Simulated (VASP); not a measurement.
MgMnV4O12, 18 atoms in the cell. The typed cell holds 18 atoms: a = 4.967 Å, b = 5.300 Å, c = 7.732 Å, α = 96.27°, β = 90.83°, γ = 90.24°. 

```yaml
Program: VASP 6.6.1
Task: electric field gradients
Functional: PBE
Potentials_or_basis: VASP PAW PBE potentials, release 64 (Mg, Mn_pv, V_sv, O)
Cutoff: 520 eV
k_mesh: 5 × 4 × 3
Occupations: fermi-dirac, width 0.02 eV
Spin: collinear spin, ferromagnetic start
Starting_moments: "[0.0, 5.0, 0.0, 0.0, 0.0, 0.0, 0.0, 0.0, 0.0, 0.0, 0.0, 0.0, 0.0, 0.0, 0.0, 0.0, 0.0, 0.0] μB"
Hubbard_terms: Mn d U = 2.9 eV
Dipole_correction: no
Further_INCAR_settings: LREAL = Auto; ALGO = Normal; EDIFF = 1e-08; NBANDS = 88
```

Potentials or basis: VASP PAW PBE potentials, release 64 (Mg, Mn_pv, V_sv, O).

Run with:

```bash
$ cat potpaw_PBE.64/Mg/POTCAR potpaw_PBE.64/Mn_pv/POTCAR potpaw_PBE.64/V_sv/POTCAR potpaw_PBE.64/O/POTCAR > POTCAR
$ mpirun -np 4 vasp_std > vasp.out
```

Hardware: 4 MPI ranks on Intel(R) Xeon(R) 6975P-C (Granite Rapids), with other jobs on the host.

How long does it take, and how much memory?

Run time: 5.9 min on 4 MPI ranks on Intel(R) Xeon(R) 6975P-C (Granite Rapids), with other jobs on the host, peak memory 0.83 GiB a rank. Counts: scf iterations 29, k points 31.
